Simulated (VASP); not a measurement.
The system is Ag.

```
Ag
1.0
     0.00000    2.84497    2.84497
     2.84497    0.00000    2.84497
     2.84497    2.84497    0.00000
Ag
2
Direct
  0.12500 0.12500 0.12500
  0.87500 0.87500 0.87500
```

```yaml
Program: VASP 6.6.1
Task: relaxation of cell and atoms
Functional: RPBE
Potentials_or_basis: VASP PAW PBE potentials, release 64 (Ag)
Cutoff: 600 eV
k_mesh: 10 × 10 × 10
Occupations: fermi-dirac, width 0.1 eV
Spin: no spin polarisation
```

At the start: pressure 19.7 GPa; volume 23.03 Å³/atom.

**Question.** Where does the relaxation end?

**Answer.** Over 4 steps the energy falls by 395.0 meV/atom and the volume is 32.52 Å³/atom (+41.2 %); space group Fd-3m (No. 227, to 0.05 Å).

The path:
| step | energy change (eV) | largest force (eV/Å) | pressure (GPa) | volume (Å³) |
| --- | --- | --- | --- | --- |
| 1 | 0.0000 | 0.0000 | 19.73 | 46.05 |
| 2 | -0.7833 | 0.0000 | -0.76 | 67.65 |
| 3 | -0.7889 | 0.0000 | 0.34 | 63.98 |
| 4 | -0.7899 | 0.0000 | -0.02 | 65.05 |

Final structure:
```cif
data_structure
_symmetry_space_group_name_H-M 'P 1'
_symmetry_Int_Tables_number 1
_cell_length_a 4.5142
_cell_length_b 4.5142
_cell_length_c 4.5142
_cell_angle_alpha 60.000
_cell_angle_beta 60.000
_cell_angle_gamma 60.000
_cell_volume 65.05
loop_
_atom_site_label
_atom_site_type_symbol
_atom_site_fract_x
_atom_site_fract_y
_atom_site_fract_z
_atom_site_occupancy
Ag1 Ag 0.12500 0.12500 0.12500 1
Ag2 Ag 0.87500 0.87500 0.87500 1
```

Caveat: the volume moved by over 15 % at a fixed basis, so the end points are rough; the PAW data sets were made with another functional, which shifts forces and pressure a little.
